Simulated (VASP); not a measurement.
# Cu (I4/mmm) in VASP: notebook

The runs below take Cu through single point, with r2SCAN.

Program: VASP 6.6.1. These are calculated values, not measurements. Logs are shortened: lines on timing, memory, paths and dates and some standing lists are left out, and cuts for length are marked.

## 1. The cell of the first run

It takes space group I4/mmm (No. 139, tetragonal). Conventional cell: a = 2.895 Å, b = 2.895 Å, c = 2.739 Å, α = 90.00°, β = 90.00°, γ = 90.00°. Cu (site symmetry 4/mmm) has 14 Cu at 2.46 to 2.90 Å within 3.3 Å.

## 2. Single point, r2SCAN

POSCAR reads:

```
Cu
1.0
   -1.4476911077      1.4476911077      1.3693140242
    1.4476911077     -1.4476911077      1.3693140242
    1.4476911077      1.4476911077     -1.3693140242
Cu
1
Direct
    0.0000000000      0.0000000000      0.0000000000
```

INCAR.step1 reads:

```
SYSTEM = Cu
PREC     = Accurate       ! precision mode
ENCUT    = 900            ! plane-wave cutoff, eV
ISMEAR   = 0              ! smearing method
SIGMA    = 0.1            ! smearing width, eV
LREAL    = .FALSE.        ! projectors in reciprocal space
LASPH    = .TRUE.         ! aspherical terms in the spheres
NELM     = 120            ! most SCF steps
NBANDS   = 16             ! bands
GGA      = PE             ! functional
ALGO     = Normal         ! electronic algorithm
EDIFF    = 1E-5           ! SCF threshold, eV
LWAVE    = .TRUE.         ! write WAVECAR
LCHARG   = .FALSE.        ! write CHGCAR
GGA_COMPAT= .FALSE.
```

INCAR.step2 reads:

```
SYSTEM = Cu
PREC     = Accurate       ! precision mode
ENCUT    = 900            ! plane-wave cutoff, eV
EDIFF    = 1E-6           ! SCF threshold, eV
ISMEAR   = 0              ! smearing method
SIGMA    = 0.1            ! smearing width, eV
LREAL    = .FALSE.        ! projectors in reciprocal space
LASPH    = .TRUE.         ! aspherical terms in the spheres
NELM     = 120            ! most SCF steps
ALGO     = Normal         ! electronic algorithm
ISIF     = 2              ! what is computed and relaxed
LWAVE    = .FALSE.        ! write WAVECAR
LCHARG   = .FALSE.        ! write CHGCAR
METAGGA  = R2SCAN         ! meta-GGA
LMIXTAU  = .TRUE.       
NBANDS   = 16             ! bands
ISTART   = 1            
GGA_COMPAT= .FALSE.
```

KPOINTS reads:

```
Automatic mesh
0
G
  20 20 20
  0 0 0
```

Potentials or basis: VASP PAW PBE potentials, release 64 (Cu_sv_GW).

Run with:

```
$ cat potpaw_PBE.64/Cu_sv_GW/POTCAR > POTCAR
$ cp INCAR.step1 INCAR
$ mpirun -np 1 vasp_std > vasp.out
$ cp INCAR.step2 INCAR
$ mpirun -np 1 vasp_std > vasp.out
```

OUTCAR:

```text
SYSTEM = Cu
   PREC = Accurate
   ENCUT = 900
   EDIFF = 1E-6
   ISMEAR = 0
   LREAL = .FALSE.
   LASPH = .TRUE.
   NELM = 120
   ISIF = 2
   METAGGA = R2SCAN
   ISTART = 1

 ion  position               nearest neighbor table
   1  0.000  0.000  0.000-

  LATTYP: Found a body centered tetragonal cell.
 ALAT       =     2.8953822154
 C/A-ratio  =     0.9458606307

  Lattice vectors:

 A1 = (  -1.4476911077,   1.4476911077,   1.3693140242)
 A2 = (   1.4476911077,  -1.4476911077,   1.3693140242)
 A3 = (   1.4476911077,   1.4476911077,  -1.3693140242)

Analysis of symmetry for initial positions (statically):
=====================================================================
 Subroutine PRICEL returns:
 Original cell was already a primitive cell.

 Routine SETGRP: Setting up the symmetry group for a
 body centered tetragonal supercell.

 Subroutine GETGRP returns: Found 16 space group operations
 (whereof 16 operations were pure point group operations)
 out of a pool of 16 trial point group operations.

The static configuration has the point symmetry D_4h.

Analysis of symmetry for dynamics (positions and initial velocities):
=====================================================================
 Subroutine PRICEL returns:
 Original cell was already a primitive cell.

 Routine SETGRP: Setting up the symmetry group for a
 body centered tetragonal supercell.

 Subroutine GETGRP returns: Found 16 space group operations
 (whereof 16 operations were pure point group operations)
 out of a pool of 16 trial point group operations.

The dynamic configuration has the point symmetry D_4h.

 Subroutine INISYM returns: Found 16 space group operations
 (whereof 16 operations are pure point group operations),
 and found     1 'primitive' translations

----------------------------------------------------------------------------------------

                                     Primitive cell

  volume of cell :      11.4793

  direct lattice vectors                    reciprocal lattice vectors
    -1.447691108  1.447691108  1.369314024     0.000000000  0.345377545  0.365146337
     1.447691108 -1.447691108  1.369314024     0.345377545  0.000000000  0.365146337
     1.447691108  1.447691108 -1.369314024     0.345377545  0.345377545  0.000000000

  length of vectors
     2.463055010  2.463055010  2.463055010     0.502610680  0.502610680  0.488437608

  position of ions in fractional coordinates (direct lattice)
     0.000000000  0.000000000  0.000000000

  ion indices of the primitive-cell ions
   primitive index   ion index
                 1           1

----------------------------------------------------------------------------------------

 KPOINTS: Automatic mesh

Automatic generation of k-mesh.
 Grid dimensions read from file:
 generate k-points for:   20   20   20

 Generating k-lattice:

  Cartesian coordinates                     Fractional coordinates (reciprocal lattice)
     0.000000000  0.017268877  0.018257317     0.050000000 -0.000000000  0.000000000
     0.017268877  0.000000000  0.018257317    -0.000000000  0.050000000  0.000000000
     0.017268877  0.017268877  0.000000000     0.000000000  0.000000000  0.050000000

  Length of vectors
     0.025130534  0.025130534  0.024421880

  Shift w.r.t. Gamma in fractional coordinates (k-lattice)
     0.000000000  0.000000000  0.000000000

 Subroutine IBZKPT returns following result:
 ===========================================

 Found    641 irreducible k-points:

 Following reciprocal coordinates:
            Coordinates               Weight
  0.000000  0.000000  0.000000      1.000000
  0.050000  0.000000 -0.000000      8.000000
  0.100000 -0.000000  0.000000      8.000000
  0.150000 -0.000000  0.000000      8.000000
  0.200000 -0.000000  0.000000      8.000000
  0.250000 -0.000000  0.000000      8.000000
[... 16 lines left out ...]
 -0.400000  0.050000  0.000000     16.000000
 -0.350000  0.050000 -0.000000     16.000000
 [... further k-points ...]
   k-points           NKPTS =    641   k-points in BZ     NKDIM =    641   number of bands    NBANDS=     16
   number of dos      NEDOS =    301   number of ions     NIONS =      1
   total plane-waves  NPLWV =  13824
   dimension x,y,z NGX =    24 NGY =   24 NGZ =   24
   dimension x,y,z NGXF=    48 NGYF=   48 NGZF=   48
   ions per type =               1
   NGX,Y,Z   is equivalent  to a cutoff of  16.20, 16.20, 16.20 a.u.
   NGXF,Y,Z  is equivalent  to a cutoff of  32.40, 32.40, 32.40 a.u.
 SYSTEM =  Cu
   PREC   = accura    normal or accurate (medium, high low for compatibility)
   ISTART =      1    job   : 0-new  1-cont  2-samecut
   ICHARG =      0    charge: 1-file 2-atom 10-const
   ISPIN  =      1    spin polarized calculation?
   LNONCOLLINEAR =      F non collinear calculations
   LSORBIT =      F    spin-orbit coupling
   LASPH  =      T    aspherical Exc in radial PAW
   ENCUT  =  900.0 eV  66.15 Ry    8.13 a.u.   6.02  6.02  6.02*2*pi/ulx,y,z
   NELM   =    120;   NELMIN=  2; NELMDL=  0     # of ELM steps
   EDIFF  = 0.1E-05   stopping-criterion for ELM
   LREAL  =      F    real-space projection
   EDIFFG = 0.1E-04   stopping-criterion for IOM
   NSW    =      0    number of steps for IOM
   IBRION =     -1    ionic relax: 0-MD 1-quasi-New 2-CG
   NFREE  =      0    steps in history (QN), initial steepest desc. (CG)
   ISIF   =      2    stress and relaxation
   ISYM   =      2    0-nonsym 1-usesym 2-fastsym
   POTIM  = 0.5000    time-step for ionic-motion
   TEBEG  =    0.0;   TEEND  =   0.0 temperature during run
   PSTRESS=    0.0 pullay stress
   NELECT =      19.0000    total number of electrons
   NUPDOWN=      -1.0000    fix difference up-down
   EMIN   =  10.00;   EMAX   =-10.00  energy-range for DOS
   EFERMI =   0.00;   METHOD = LEGACY
   ISMEAR =     0;   SIGMA  =   0.10  broadening in eV -4-tet -1-fermi 0-gaus
   EFERMI_NEDOS =   21; number of points for ismear=-14 and -15
   IALGO  =     38    algorithm
   IMIX   =      4    mixing-type and parameters
     AMIX     =   0.40;   BMIX     =  1.00
     AMIX_MAG =   1.60;   BMIX_MAG =  1.00
  volume/ion in A,a.u.               =      11.48        77.47
  Fermi-wavevector in a.u.,A,eV,Ry     =   1.936516  3.659485 51.023127  3.750094
  Thomas-Fermi vector in A             =   2.967320
   LORBIT       =      0    0 simple, 1 ext, 2 COOP (PROOUT), +10 PAW based schemes
   METAGGA = R2SCAN    functional components
   LHFCALC =     F    Hartree Fock is set to
   AEXX    =    0.0000 exact exchange contribution
   IVDW    =     0    specifies the selected vdW correction
   LEPSILON=     F    determine dielectric tensor
   LRPA    =     F    only Hartree local field effects (RPA)
 non-spin polarized calculation
 Gauss-broadening in eV      SIGMA  =   0.10
  energy-cutoff  :      900.00
  volume of cell :       11.48
 maximum number of plane-waves:       718
   NGX = 13   NGY = 13   NGZ = 13

 number of electron      19.0000004 magnetization

 Free energy of the ion-electron system (eV)
  ---------------------------------------------------
  ext. energy  EPLUGINS =         0.00000000
  ---------------------------------------------------
  free energy    TOTEN  =       -10.86987491 eV

  energy without entropy =      -10.86765146  energy(sigma->0) =      -10.86876319

 E-fermi :   7.7196     XC(G=0): -14.6773

 val. band max:        7.7158350667   @ k =   0.5000   0.3000   0.0500
 cond. band min:       7.7219340635   @ k =   0.3000   0.1000   0.1000
 fundamental gap:      0.0060989968
 Fermi energy:         7.7195838656

 k-point     1 :       0.0000    0.0000    0.0000
  band No.  band energies     occupation
      1    -108.8010      2.00000
      2     -64.5666      2.00000
      3     -64.5622      2.00000
      4     -64.5622      2.00000
      5      -2.1979      2.00000
      6       4.3052      2.00000
[... 8 lines left out ...]
     15      37.8902      0.00000
     16      37.8902      0.00000

 k-point     2 :       0.0500    0.0000   -0.0000
  band No.  band energies     occupation
      1    -108.8006      2.00000
      2     -64.5688      2.00000
      3     -64.5633      2.00000
      4     -64.5632      2.00000
      5      -2.0938      2.00000
      6       4.3138      2.00000
[... 8 lines left out ...]
     15      36.7724      0.00000
     16      37.2335      0.00000

 k-point     3 :       0.1000   -0.0000    0.0000
  band No.  band energies     occupation
      1    -108.7993      2.00000
      2     -64.5771      2.00000
      3     -64.5667      2.00000
      4     -64.5641      2.00000
      5      -1.7845      2.00000
      6       4.3004      2.00000
[... 8 lines left out ...]
     15      35.7797      0.00000
     16      37.0275      0.00000

 k-point     4 :       0.1500   -0.0000    0.0000
  band No.  band energies     occupation
      1    -108.7973      2.00000
      2     -64.5908      2.00000
      3     -64.5718      2.00000
      4     -64.5645      2.00000
      5      -1.2798      2.00000
      6       4.2292      2.00000
[... 8 lines left out ...]
     15      34.9298      0.00000
     16      37.4531      0.00000
[... 324 lines left out ...]
 k-point    22 :      -0.4500    0.0500   -0.0000
  band No.  band energies     occupation
      1    -108.7836      2.00000
      2     -64.6825      2.00000
      3     -64.6068      2.00000
      4     -64.5670      2.00000
      5       2.3291      2.00000
      6       3.6430      2.00000
[... 8 lines left out ...]
     15      33.8035      0.00000
     16      43.4912      0.00000

 k-point    23 :      -0.4000    0.0500    0.0000
  band No.  band energies     occupation
      1    -108.7853      2.00000
      2     -64.6712      2.00000
      3     -64.6024      2.00000
      4     -64.5667      2.00000
      5       2.0612      2.00000
      6       3.7164      2.00000
[... 8 lines left out ...]
     15      33.9811      0.00000
     16      43.1248      0.00000

 k-point    24 :      -0.3500    0.0500   -0.0000
  band No.  band energies     occupation
      1    -108.7876      2.00000
      2     -64.6558      2.00000
      3     -64.5964      2.00000
      4     -64.5664      2.00000
      5       1.4882      2.00000
      6       3.8172      2.00000
[... 8 lines left out ...]
     15      34.2617      0.00000
     16      41.5134      0.00000

 [... further k-points ...]

------------------------ aborting loop because EDIFF is reached ----------------------------------------

  FORCE on cell =-STRESS in cart. coord.  units (eV):
  Direction    XX          YY          ZZ          XY          YZ          ZX
  --------------------------------------------------------------------------------------
  -------------------------------------------------------------------------------------
  Total       -0.0554529     -0.0554529     -0.0649040      0.0000000     -0.0000000      0.0000000
  in kB       -7.7396211     -7.7396211     -9.0587317      0.0000000     -0.0000000      0.0000000
  external PRESSURE =      -8.1793246 kB  Pullay stress =       0.0000000 kB

 VOLUME and BASIS-vectors are now :
 -----------------------------------------------------------------------------
  energy-cutoff  :      900.00
  volume of cell :       11.48
      direct lattice vectors                 reciprocal lattice vectors
    -1.447691108  1.447691108  1.369314024     0.000000000  0.345377545  0.365146337
     1.447691108 -1.447691108  1.369314024     0.345377545  0.000000000  0.365146337
     1.447691108  1.447691108 -1.369314024     0.345377545  0.345377545  0.000000000

 POSITION                                       TOTAL-FORCE (eV/Angst)
 -----------------------------------------------------------------------------------
      0.00000      0.00000      0.00000         0.000000     -0.000000      0.000000
 -----------------------------------------------------------------------------------
    total drift:                                0.000000      0.000000      0.000000

  FREE ENERGIE OF THE ION-ELECTRON SYSTEM (eV)
  ---------------------------------------------------
  free  energy   TOTEN  =       -10.8698749079 eV

  energy  without entropy=      -10.8676514624  energy(sigma->0) =      -10.86876319
```

Wall time 5.9 min (1 thread of Intel Xeon Platinum 8488C (Sapphire Rapids), shared host); peak memory 0.42 GiB.

Results:

```yaml
Free_energy: -10.8699 eV
Pressure: -0.8 GPa
Band_gap_on_the_k_mesh: zero (an odd number of electrons rules out a gap without spin polarisation)
```

Stress tensor (GPa, compression positive):
```
-0.77  0.00  0.00
 0.00 -0.77  0.00
 0.00  0.00 -0.91
```

Levels at points of the mesh, in eV from the Fermi level:
```tsv
k point	band 7	band 8	band 9	band 10	band 11	band 12	band 13	band 14
(0.00, 0.00, 0.00)	-3.18	-3.18	-2.35	-2.11	25.74	25.74	27.34	29.98
(0.50, 0.00, 0.00)	-2.24	-1.99	-1.41	-0.59	4.98	18.00	18.21	22.05
(0.50, 0.50, 0.00)	-2.41	-2.16	-1.44	-1.05	4.34	19.51	19.96	23.50
(0.50, 0.50, 0.50)	-1.61	-1.61	-1.55	7.98	7.98	10.26	13.64	14.40
```

Caveat: the PAW data sets were made with another functional, which shifts forces and pressure a little.

## 3. Single point, r2SCAN (equal strain along all axes, cell held: +1.0 %)

POSCAR reads:

```
Cu
1.0
    2.9243360375      0.0000000000      0.0000000000
    0.0000000000      2.9243360375      0.0000000000
    0.0000000000      0.0000000000      2.7660143290
Cu
2
Direct
    0.0000000000      0.0000000000      0.0000000000
    0.5000000000      0.5000000000      0.5000000000
```

INCAR.step1 reads:

```
SYSTEM = Cu
  ALGO = Normal
  EDIFF = 1E-4
  ENCUT = 520
  GGA = PE
  ISMEAR = 0
  LASPH = .TRUE.
  LCHARG = .FALSE.
  LREAL = .FALSE.
  LWAVE = .TRUE.
  NBANDS = 18
  NELM = 100
  PREC = Accurate
  SIGMA = 0.1
```

INCAR.step2 reads:

```
SYSTEM = Cu
  ALGO = Normal
  EDIFF = 1E-7
  ENCUT = 520
  ISIF = 2
  ISMEAR = 0
  ISTART = 1
  LASPH = .TRUE.
  LCHARG = .FALSE.
  LMIXTAU = .TRUE.
  LREAL = .FALSE.
  LWAVE = .FALSE.
  METAGGA = R2SCAN
  NBANDS = 18
  NELM = 100
  PREC = Accurate
  SIGMA = 0.1
```

KPOINTS reads:

```
k-points
0
G
  18 18 18
  0 0 0
```

Potentials or basis: VASP PAW PBE potentials, release 64 (Cu).

Run with:

```
$ cat potpaw_PBE.64/Cu/POTCAR > POTCAR
$ cp INCAR.step1 INCAR
$ mpirun -np 1 vasp_std > vasp.out
$ cp INCAR.step2 INCAR
$ mpirun -np 1 vasp_std > vasp.out
```

Run time: 11 min. Hardware: 1 thread of Oxide Virtual Turin-like, shared host; peak memory 0.26 GiB.

It converged, with:

```
Free energy            : -21.5773 eV
Pressure               : -3.6 GPa
Band gap on the k mesh : zero (bands 11 and 12 overlap by 7.98 eV)
```

Stress tensor (GPa, compression positive):
```
-3.58  0.00  0.00
 0.00 -3.58  0.00
 0.00  0.00 -3.79
```

Levels at points of the mesh, in eV from the Fermi level:
| k point | band 8 | band 9 | band 10 | band 11 | band 12 | band 13 | band 14 | band 15 |
| --- | --- | --- | --- | --- | --- | --- | --- | --- |
| (0.00, 0.00, 0.00) | -2.09 | -1.63 | -1.63 | -1.57 | 7.94 | 7.94 | 10.17 | 13.40 |
| (0.50, 0.00, 0.00) | -2.77 | -2.38 | -2.38 | -1.50 | -1.50 | 14.37 | 14.37 | 16.41 |
| (0.50, 0.50, 0.00) | -2.15 | -1.47 | -1.47 | -0.88 | -0.88 | 4.18 | 4.18 | 19.28 |
| (0.00, 0.00, 0.50) | -2.99 | -2.45 | -2.45 | -1.05 | -1.05 | 14.99 | 14.99 | 14.99 |
| (0.50, 0.00, 0.50) | -1.98 | -1.44 | -1.44 | -0.44 | -0.44 | 4.81 | 4.81 | 17.79 |
| (0.50, 0.50, 0.50) | -2.12 | -2.01 | -2.01 | 6.48 | 6.48 | 6.87 | 6.87 | 6.87 |

Caveat: the cell differs from its parent crystal (equal strain along all axes, cell held: +1.0 %); the cell stands under tension; the PAW data sets were made with another functional, which shifts forces and pressure a little.

## 4. Single point, r2SCAN (equal strain along all axes, cell held: +2.0 %)

POSCAR reads:

```
Cu
1.0
    2.9532898596      0.0000000000      0.0000000000
    0.0000000000      2.9532898596      0.0000000000
    0.0000000000      0.0000000000      2.7934006095
Cu
2
Direct
    0.0000000000      0.0000000000      0.0000000000
    0.5000000000      0.5000000000      0.5000000000
```

INCAR.step1 reads:

```
PREC = Accurate ; ENCUT = 520
ISMEAR = 0 ; SIGMA = 0.1
LREAL = False ; LASPH = True
NELM = 60 ; NBANDS = 18
GGA = PE ; ALGO = Normal
EDIFF = 1E-4 ; LWAVE = True
LCHARG = False
```

INCAR.step2 reads:

```
PREC = Accurate ; ENCUT = 520
EDIFF = 1E-6 ; ISMEAR = 0
SIGMA = 0.1 ; LREAL = False
LASPH = True ; NELM = 60
ALGO = Normal ; ISIF = 2
LWAVE = False ; LCHARG = False
METAGGA = R2SCAN ; LMIXTAU = True
NBANDS = 18 ; ISTART = 1
```

KPOINTS reads:

```
regular mesh
0
Gamma
  18 18 18
```

Run with:

```
$ cat potpaw_PBE.64/Cu/POTCAR > POTCAR
$ cp INCAR.step1 INCAR
$ mpirun -np 1 vasp_std > vasp.out
$ cp INCAR.step2 INCAR
$ mpirun -np 1 vasp_std > vasp.out
```

Wall time 11 min (1 thread of Oxide Virtual Turin-like, shared host); peak memory 0.27 GiB.

Results (log left out):

* Free energy: -21.5530 eV
* Pressure: -7.4 GPa
* Band gap on the k mesh: zero (bands 11 and 12 overlap by 7.85 eV)

Stress tensor (GPa, compression positive):
```
-7.30  0.00  0.00
 0.00 -7.30  0.00
 0.00  0.00 -7.61
```

Levels at points of the mesh, in eV from the Fermi level:
```
           k point  band 8  band 9  band 10  band 11  band 12  band 13  band 14  band 15
(0.00, 0.00, 0.00)   -2.05   -1.61    -1.61    -1.54     7.82     7.82    10.01    13.19
(0.50, 0.00, 0.00)   -2.69   -2.32    -2.32    -1.48    -1.48    14.09    14.09    16.13
(0.50, 0.50, 0.00)   -2.10   -1.45    -1.45    -0.80    -0.80     4.03     4.03    19.03
(0.00, 0.00, 0.50)   -2.90   -2.38    -2.38    -1.04    -1.04    14.70    14.70    14.70
(0.50, 0.00, 0.50)   -1.94   -1.42    -1.42    -0.36    -0.36     4.65     4.65    17.55
(0.50, 0.50, 0.50)   -2.07   -1.96    -1.96     6.37     6.37     6.76     6.76     6.76
```

Caveat: the cell differs from its parent crystal (equal strain along all axes, cell held: +2.0 %); the cell stands under tension; the PAW data sets were made with another functional, which shifts forces and pressure a little.

## 5. Summary

| potentials or basis | cell | k mesh | cutoff (eV) | gap on the mesh (eV) | pressure (GPa) |
| --- | --- | --- | --- | --- | --- |
| VASP PAW PBE potentials, release 64 (Cu_sv_GW) | a = 2.463 Å, angles 108.0, 108.0, 112.4°, 1 atom, atomic positions A | 20 × 20 × 20 | 900 | none | -0.8 |
| VASP PAW PBE potentials, release 64 (Cu) | a = 2.924, b = 2.924, c = 2.766 Å, 2 atoms, atomic positions B | 18 × 18 × 18 | 520 | none | -3.6 |
| VASP PAW PBE potentials, release 64 (Cu) | a = 2.953, b = 2.953, c = 2.793 Å, 2 atoms, atomic positions B | 18 × 18 × 18 | 520 | none | -7.4 |

Alike in all rows: task single point; level r2SCAN; no spin polarisation; smearing gaussian 0.1 eV.

Caveats: the PAW data sets were made with another functional, which shifts forces and pressure a little; the cell stands under tension (at least some runs).

Total energies depend on the potentials used, so only differences within one code and one set of settings carry meaning.
